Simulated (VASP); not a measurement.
# Ta3S5 (P6/mmm) in VASP: single point with PBE

Aim: the single point of Ta3S5 with PBE.

Program: VASP 6.6.1. These are calculated values, not measurements. Logs are shortened: lines on timing, memory, paths and dates and some standing lists are left out, and cuts for length are marked.

## Step 1: The cell of the first run

Symmetry: P6/mmm, No. 191, hexagonal system. Conventional cell: a = 6.086 Å, b = 6.086 Å, c = 9.603 Å, α = 90.00°, β = 90.00°, γ = 120.00°. Ta (site symmetry mmm) has 4 Ta at 3.04 Å within 4.0 Å. Within 4.0 Å of S (site symmetry mmm) lie 8 S at 3.04 to 3.46 Å. Within 4.4 Å of S (site symmetry 6mm) lie 7 S at 3.28 to 3.46 Å and 6 Ta at 4.39 Å.

The cell was generated, and may not be a known phase.

## Step 2: Single point, PBE, collinear spin

File INCAR:

```
PREC = Accurate ; ENCUT = 500
EDIFF = 1E-6 ; ISMEAR = 0
SIGMA = 0.1 ; LREAL = False
LASPH = True ; NELM = 200
ALGO = Normal ; ISIF = 2
LWAVE = False ; LCHARG = False
ISPIN = 2 ; MAGMOM = 1 1 1 0 0 0 0 0
LORBIT = 11 ; LMAXMIX = 4
GGA = PE ; NBANDS = 48
GGA_COMPAT = False
```

File KPOINTS:

```
Automatic mesh
0
Gamma
  3 3 2
```

File POSCAR:

```
Ta3S5
1.0
    6.0863045200      0.0000000000      0.0000000000
   -3.0431522600      5.2708943300      0.0000000000
    0.0000000000      0.0000000000      9.6032680500
Ta S
3 5
Direct
    0.5000000000      0.0000000000      0.0000000000
    0.0000000000      0.5000000000      0.0000000000
    0.5000000000      0.5000000000      0.0000000000
    0.5000000000      0.0000000000      0.5000000000
    0.0000000000      0.5000000000      0.5000000000
    0.5000000000      0.5000000000      0.5000000000
    0.0000000000      0.0000000000      0.6709017800
    0.0000000000      0.0000000000      0.3290982200
```

Potentials or basis: VASP PAW PBE potentials, release 64 (Ta_sv_GW, S).

Command:

```console
> cat potpaw_PBE.64/Ta_sv_GW/POTCAR potpaw_PBE.64/S/POTCAR > POTCAR
> mpirun -np 1 vasp_std > vasp.out
```

OUTCAR:

```text
PREC = Accurate
   ENCUT = 500
   EDIFF = 1E-6
   ISMEAR = 0
   LREAL = False
   LASPH = True
   NELM = 200
   ISIF = 2
   ISPIN = 2
   LORBIT = 11
   GGA = PE

 ion  position               nearest neighbor table
   1  0.500  0.000  0.000-   2 3.04   3 3.04   3 3.04   2 3.04
   2  0.000  0.500  0.000-   3 3.04   3 3.04   1 3.04   1 3.04
   3  0.500  0.500  0.000-   2 3.04   2 3.04   1 3.04   1 3.04
   4  0.500  0.000  0.500-
   5  0.000  0.500  0.500-
   6  0.500  0.500  0.500-
   7  0.000  0.000  0.671-
   8  0.000  0.000  0.329-

  LATTYP: Found a hexagonal cell.
 ALAT       =     6.0863045200
 C/A-ratio  =     1.5778487617

  Lattice vectors:

 A1 = (   6.0863045200,   0.0000000000,   0.0000000000)
 A2 = (  -3.0431522600,   5.2708943300,   0.0000000000)
 A3 = (   0.0000000000,   0.0000000000,   9.6032680500)

Analysis of symmetry for initial positions (statically):
=====================================================================
 Subroutine PRICEL returns:
 Original cell was already a primitive cell.

 Routine SETGRP: Setting up the symmetry group for a
 hexagonal supercell.

 Subroutine GETGRP returns: Found 24 space group operations
 (whereof 24 operations were pure point group operations)
 out of a pool of 24 trial point group operations.

The static configuration has the point symmetry D_6h.

Analysis of symmetry for dynamics (positions and initial velocities):
=====================================================================
 Subroutine PRICEL returns:
 Original cell was already a primitive cell.

 Routine SETGRP: Setting up the symmetry group for a
 hexagonal supercell.

 Subroutine GETGRP returns: Found 24 space group operations
 (whereof 24 operations were pure point group operations)
 out of a pool of 24 trial point group operations.

The dynamic configuration has the point symmetry D_6h.

Analysis of structural, dynamic, and magnetic symmetry:
=====================================================================
 Subroutine PRICEL returns:
 Original cell was already a primitive cell.

 Routine SETGRP: Setting up the symmetry group for a
 hexagonal supercell.

 Subroutine GETGRP returns: Found 24 space group operations
 (whereof 24 operations were pure point group operations)
 out of a pool of 24 trial point group operations.

The overall configuration has the point symmetry D_6h.

 Subroutine INISYM returns: Found 24 space group operations
 (whereof 24 operations are pure point group operations),
 and found     1 'primitive' translations

----------------------------------------------------------------------------------------

                                     Primitive cell

  volume of cell :     308.0754

  direct lattice vectors                    reciprocal lattice vectors
     6.086304520  0.000000000  0.000000000     0.164303314  0.094860562  0.000000000
    -3.043152260  5.270894330  0.000000000     0.000000000  0.189721125  0.000000000
     0.000000000  0.000000000  9.603268050     0.000000000  0.000000000  0.104131218

  length of vectors
     6.086304520  6.086304520  9.603268050     0.189721125  0.189721125  0.104131218

  position of ions in fractional coordinates (direct lattice)
     0.500000000  0.000000000  0.000000000
     1.000000000  0.500000000  0.000000000
     0.500000000  0.500000000  0.000000000
     0.500000000  0.000000000  0.500000000
     1.000000000  0.500000000  0.500000000
     0.500000000  0.500000000  0.500000000
     0.000000000  0.000000000  0.670901780
     0.000000000  0.000000000  0.329098220

  ion indices of the primitive-cell ions
   primitive index   ion index
                 1           1
                 2           2
                 3           3
                 4           4
                 5           5
                 6           6
                 7           7
                 8           8

----------------------------------------------------------------------------------------

 KPOINTS: Automatic mesh

Automatic generation of k-mesh.
 Grid dimensions read from file:
 generate k-points for:    3    3    2

 Generating k-lattice:

  Cartesian coordinates                     Fractional coordinates (reciprocal lattice)
     0.054767771  0.031620187  0.000000000     0.333333333 -0.000000000  0.000000000
     0.000000000  0.063240375  0.000000000     0.000000000  0.333333333  0.000000000
     0.000000000  0.000000000  0.052065609     0.000000000  0.000000000  0.500000000

  Length of vectors
     0.063240375  0.063240375  0.052065609

  Shift w.r.t. Gamma in fractional coordinates (k-lattice)
     0.000000000  0.000000000  0.000000000

 Subroutine IBZKPT returns following result:
 ===========================================

 Found      6 irreducible k-points:

 Following reciprocal coordinates:
            Coordinates               Weight
  0.000000  0.000000  0.000000      1.000000
  0.333333  0.000000  0.000000      6.000000
  0.333333  0.333333  0.000000      2.000000
  0.000000  0.000000  0.500000      1.000000
  0.333333  0.000000  0.500000      6.000000
  0.333333  0.333333  0.500000      2.000000
   k-points           NKPTS =      6   k-points in BZ     NKDIM =      6   number of bands    NBANDS=     48
   number of dos      NEDOS =    301   number of ions     NIONS =      8
   total plane-waves  NPLWV = 161280
   dimension x,y,z NGX =    48 NGY =   48 NGZ =   70
   dimension x,y,z NGXF=    96 NGYF=   96 NGZF=  140
   ions per type =               3   5
   NGX,Y,Z   is equivalent  to a cutoff of  13.11, 13.11, 12.12 a.u.
   NGXF,Y,Z  is equivalent  to a cutoff of  26.22, 26.22, 24.24 a.u.
 SYSTEM =  unknown system
   PREC   = accura    normal or accurate (medium, high low for compatibility)
   ISTART =      0    job   : 0-new  1-cont  2-samecut
   ICHARG =      2    charge: 1-file 2-atom 10-const
   ISPIN  =      2    spin polarized calculation?
   LNONCOLLINEAR =      F non collinear calculations
   LSORBIT =      F    spin-orbit coupling
   LASPH  =      T    aspherical Exc in radial PAW
   ENCUT  =  500.0 eV  36.75 Ry    6.06 a.u.  11.10 11.10 17.51*2*pi/ulx,y,z
   NELM   =    200;   NELMIN=  2; NELMDL= -5     # of ELM steps
   EDIFF  = 0.1E-05   stopping-criterion for ELM
   LREAL  =      F    real-space projection
   EDIFFG = 0.1E-04   stopping-criterion for IOM
   NSW    =      0    number of steps for IOM
   IBRION =     -1    ionic relax: 0-MD 1-quasi-New 2-CG
   NFREE  =      0    steps in history (QN), initial steepest desc. (CG)
   ISIF   =      2    stress and relaxation
   ISYM   =      2    0-nonsym 1-usesym 2-fastsym
   POTIM  = 0.5000    time-step for ionic-motion
   TEBEG  =    0.0;   TEEND  =   0.0 temperature during run
   PSTRESS=    0.0 pullay stress
   NELECT =      69.0000    total number of electrons
   NUPDOWN=      -1.0000    fix difference up-down
   EMIN   =  10.00;   EMAX   =-10.00  energy-range for DOS
   EFERMI =   0.00;   METHOD = LEGACY
   ISMEAR =     0;   SIGMA  =   0.10  broadening in eV -4-tet -1-fermi 0-gaus
   EFERMI_NEDOS =   21; number of points for ismear=-14 and -15
   IALGO  =     38    algorithm
   IMIX   =      4    mixing-type and parameters
     AMIX     =   0.40;   BMIX     =  1.00
     AMIX_MAG =   1.60;   BMIX_MAG =  1.00
  volume/ion in A,a.u.               =      38.51       259.87
  Fermi-wavevector in a.u.,A,eV,Ry     =   0.994196  1.878759 13.448358  0.988426
  Thomas-Fermi vector in A             =   2.126131
   LORBIT       =     11    0 simple, 1 ext, 2 COOP (PROOUT), +10 PAW based schemes
   GGA     = PE    functional components
   LHFCALC =     F    Hartree Fock is set to
   AEXX    =    0.0000 exact exchange contribution
   IVDW    =     0    specifies the selected vdW correction
   LEPSILON=     F    determine dielectric tensor
   LRPA    =     F    only Hartree local field effects (RPA)
 spin polarized calculation
 Gauss-broadening in eV      SIGMA  =   0.10
  energy-cutoff  :      500.00
  volume of cell :      308.08
 maximum number of plane-waves:      7837
 NGX is ok and might be reduce to    48
   NGX = 23   NGY = 23   NGZ = 35

 number of electron      69.0000001 magnetization     -10.8747423

 number of electron      69.0000002 magnetization       0.3316928

 number of electron      69.0000002 magnetization      -2.3691270

 Free energy of the ion-electron system (eV)
  ---------------------------------------------------
  ext. energy  EPLUGINS =         0.00000000
  ---------------------------------------------------
  free energy    TOTEN  =       -41.79578941 eV

  energy without entropy =      -41.73306622  energy(sigma->0) =      -41.76442781

 E-fermi :   0.8301     XC(G=0):  -7.7741

 val. band max:        0.7905651354   @ k =   0.3333   0.0000   0.0000
 cond. band min:       0.8456139437   @ k =   0.3333   0.3333   0.5000
 fundamental gap:      0.0550488083
 Fermi energy:         0.8300843610

 spin component 1

 k-point     1 :       0.0000    0.0000    0.0000
  band No.  band energies     occupation
      1     -68.1296      1.00000
      2     -68.0981      1.00000
      3     -68.0981      1.00000
      4     -34.8793      1.00000
      5     -34.8186      1.00000
      6     -34.8186      1.00000
[... 38 lines left out ...]
     45       3.1022      0.00000
     46       3.1022      0.00000

 k-point     2 :       0.3333    0.0000    0.0000
  band No.  band energies     occupation
      1     -68.1230      1.00000
      2     -68.1048      1.00000
      3     -68.0981      1.00000
      4     -34.8667      1.00000
      5     -34.8316      1.00000
      6     -34.8187      1.00000
[... 188 lines left out ...]
 k-point     6 :       0.3333    0.3333    0.5000
  band No.  band energies     occupation
      1     -68.1139      1.00000
      2     -68.1139      1.00000
      3     -68.0981      1.00000
      4     -34.8491      1.00000
      5     -34.8491      1.00000
      6     -34.8188      1.00000
[... 38 lines left out ...]
     45       1.9320      0.00000
     46       1.9532      0.00000
 Fermi energy:         0.8300843610

 spin component 2

 k-point     1 :       0.0000    0.0000    0.0000
  band No.  band energies     occupation
      1     -67.8048      1.00000
      2     -67.7734      1.00000
      3     -67.7734      1.00000
      4     -34.2654      1.00000
      5     -34.2300      1.00000
      6     -34.2051      1.00000
[... 38 lines left out ...]
     45       3.4736      0.00000
     46       3.4901      0.00000

 k-point     2 :       0.3333    0.0000    0.0000
  band No.  band energies     occupation
      1     -67.7982      1.00000
      2     -67.7801      1.00000
      3     -67.7734      1.00000
      4     -34.2529      1.00000
      5     -34.2180      1.00000
      6     -34.2052      1.00000
[... 188 lines left out ...]
 k-point     6 :       0.3333    0.3333    0.5000
  band No.  band energies     occupation
      1     -67.7891      1.00000
      2     -67.7891      1.00000
      3     -67.7735      1.00000
      4     -34.2354      1.00000
      5     -34.2354      1.00000
      6     -34.2054      1.00000
[... 38 lines left out ...]
     45       2.3494      0.00000
     46       2.4855      0.00000
 [bands above 46 left out]

------------------------ aborting loop because EDIFF is reached ----------------------------------------

  FORCE on cell =-STRESS in cart. coord.  units (eV):
  Direction    XX          YY          ZZ          XY          YZ          ZX
  --------------------------------------------------------------------------------------
  -------------------------------------------------------------------------------------
  Total      -24.4988215    -24.4988215     -9.8343744      0.0000000     -0.0000000      0.0000000
  in kB     -127.4085981   -127.4085981    -51.1446585      0.0000000     -0.0000000      0.0000000
  external PRESSURE =    -101.9872849 kB  Pullay stress =       0.0000000 kB

 VOLUME and BASIS-vectors are now :
 -----------------------------------------------------------------------------
  energy-cutoff  :      500.00
  volume of cell :      308.08
      direct lattice vectors                 reciprocal lattice vectors
     6.086304520  0.000000000  0.000000000     0.164303314  0.094860562  0.000000000
    -3.043152260  5.270894330  0.000000000     0.000000000  0.189721125  0.000000000
     0.000000000  0.000000000  9.603268050     0.000000000  0.000000000  0.104131218

 POSITION                                       TOTAL-FORCE (eV/Angst)
 -----------------------------------------------------------------------------------
      3.04315      0.00000      0.00000        -0.000000      0.000000      0.000000
     -1.52158      2.63545      0.00000        -0.000000      0.000000      0.000000
      1.52158      2.63545      0.00000        -0.000000      0.000000      0.000000
      3.04315      0.00000      4.80163        -0.000000      0.000000      0.000000
     -1.52158      2.63545      4.80163        -0.000000      0.000000      0.000000
      1.52158      2.63545      4.80163        -0.000000      0.000000      0.000000
      0.00000      0.00000      6.44285         0.000000     -0.000000      0.290662
      0.00000      0.00000      3.16042        -0.000000     -0.000000     -0.290662
 -----------------------------------------------------------------------------------
    total drift:                               -0.000000      0.000000      0.000000

  FREE ENERGIE OF THE ION-ELECTRON SYSTEM (eV)
  ---------------------------------------------------
  free  energy   TOTEN  =       -41.7957894060 eV

  energy  without entropy=      -41.7330662192  energy(sigma->0) =      -41.76442781

 total charge

# of ion       s       p       d       f       tot
--------------------------------------------------
    1        3.642   5.968   2.115   0.006  11.731
    2        3.642   5.968   2.115   0.006  11.731
    3        3.642   5.968   2.115   0.006  11.731
    4        1.418   2.028   0.000   0.000   3.446
    5        1.418   2.028   0.000   0.000   3.446
    6        1.418   2.028   0.000   0.000   3.446
    7        1.406   2.065   0.000   0.000   3.471
    8        1.406   2.065   0.000   0.000   3.471
--------------------------------------------------
tot         17.989  28.119   6.344   0.019  52.471

 magnetization (x)

# of ion       s       p       d       f       tot
--------------------------------------------------
    1        0.117   0.007   0.646   0.001   0.772
    2        0.117   0.007   0.646   0.001   0.772
    3        0.117   0.007   0.646   0.001   0.772
    4       -0.023  -0.646   0.000   0.000  -0.669
    5       -0.023  -0.646   0.000   0.000  -0.669
    6       -0.023  -0.646   0.000   0.000  -0.669
    7       -0.024  -0.837   0.000   0.000  -0.860
    8       -0.024  -0.837   0.000   0.000  -0.860
--------------------------------------------------
tot          0.235  -3.590   1.939   0.003  -1.413
```

It took 57 min on 1 thread of Intel Xeon Platinum 8259CL at 2.50GHz (Skylake/Cascade Lake), shared host; peak memory 0.61 GiB.

Results:

```yaml
Free_energy: -41.7958 eV
Pressure: -10.2 GPa
Largest_force: 0.291 eV/Å
Net_moment: -2.37 μB per cell
Site_moments: Ta +0.77; S -0.67, -0.86 (each value once) μB
Valence_electrons_inside_the_program's_atomic_spheres: Ta 11.73; S 3.45, 3.47 (each value once)
```

Forces in eV/Å, atoms in the order of the input:
```
Ta   0.000  0.000  0.000
Ta   0.000  0.000  0.000
Ta   0.000  0.000  0.000
S    0.000  0.000  0.000
S    0.000  0.000  0.000
S    0.000  0.000  0.000
S    0.000  0.000  0.291
S    0.000  0.000 -0.291
```

Caveat: the k points lie up to 0.40 Å⁻¹ apart; spin-orbit coupling is left out, which moves the levels of the heavy elements.
